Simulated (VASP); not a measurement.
## AlAu2: single point with LDA

Crystal: AlAu2.

```
Al Au
1.0
    -1.70190    1.70190    4.09785
     1.70190   -1.70190    4.09785
     1.70190    1.70190   -4.09785
Al Au
1 2
Direct
  0.00000 0.00000 0.00000
  0.65704 0.65704 0.00000
  0.34296 0.34296 0.00000
```

```json
{"Program": "VASP 6.6.1", "Task": "single point", "Functional": "LDA", "Potentials or basis": "VASP PAW LDA potentials, release 64 (Al, Au)", "Cutoff": "520 eV", "k mesh": "16 × 16 × 16", "Occupations": "gaussian, width 0.15 eV", "Spin": "no spin polarisation"}
```

```json
{
  "Pressure": "2.5 GPa",
  "Largest force": "1.132 eV/Å"
}
```

Forces in eV/Å, atoms in the order of the input:
```
Al   0.000  0.000  0.000
Au   0.000  0.000  1.132
Au   0.000  0.000 -1.132
```

Stress tensor (GPa, compression positive):
```
-1.25  0.00  0.00
 0.00 -1.25  0.00
 0.00  0.00  9.87
```

Levels at points of the mesh, in eV from the Fermi level:
```tsv
k point	band 10	band 11	band 12	band 13	band 14	band 15	band 16	band 17
(0.00, 0.00, 0.00)	-4.75	-3.46	-0.22	2.73	5.77	5.77	6.46	6.46
(0.50, 0.00, 0.00)	-3.39	-3.21	-3.11	-1.87	2.42	7.18	7.52	7.99
(0.50, 0.50, 0.00)	-3.42	-3.26	-1.71	0.97	1.01	1.96	2.18	6.34
(0.50, 0.50, 0.50)	-3.43	-3.43	-2.62	2.10	2.10	6.45	7.43	8.39
```

Wall time 4.5 min on 1 thread of AMD EPYC 9R45 96-Core Processor (Zen 5), on a shared host, peak memory 0.38 GiB.

Caveat: spin-orbit coupling is left out, which moves the levels of the heavy elements; forces of over 1 eV/Å act on the atoms, so gaps and moduli don't describe the material at rest.
